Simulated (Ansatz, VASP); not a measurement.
# One calculation of HfO2, two programs

```
Hf O
1.0
     0.00000    2.52553    2.55750
     2.58947    0.00000    2.55750
     2.58947    2.52553    0.00000
Hf O
1 2
Direct
  0.00000 0.00000 0.00000
  0.25000 0.25000 0.25000
  0.75000 0.75000 0.75000
```

Change from the starting cell: strain +0.0125 x Voigt [1, -1, 0, 0, 0, 0], atoms carried along.

Alike in both runs: task single point; functional PBEsol; k mesh 8 × 8 × 8; occupations gaussian, width 0.05 eV; no spin polarisation.

|  | VASP | Ansatz |
| --- | --- | --- |
| version | VASP 6.6.1 | Ansatz 0.2.0 |
| potentials or method | VASP PAW PBE potentials, release 64 (Hf_pv, O), cutoff 520 eV | scalar-relativistic, plane waves, PAW |
| valence electrons in the cell | 22 | 38 |

Ansatz gave:

```
gap on the k mesh at the Fermi level (eV)                     : 3.43
least direct gap on the mesh (eV)                             : 3.44
pressure (GPa)                                                : -10.1
traceless stress, the component that is largest in VASP (GPa) : 5.55
```

Task: Which values does VASP return?

Result: gap on the k mesh at the Fermi level (eV): 3.44; least direct gap on the mesh (eV): 3.45; pressure (GPa): -13.5; traceless stress, the component that is largest in VASP (GPa): 5.65.

VASP's potentials were made for PBE, not for PBEsol. VASP's potentials hold 22 valence electrons a cell and Ansatz's 38, so a difference there can come from the potentials and not from the codes.

Neither program's run includes spin-orbit coupling.
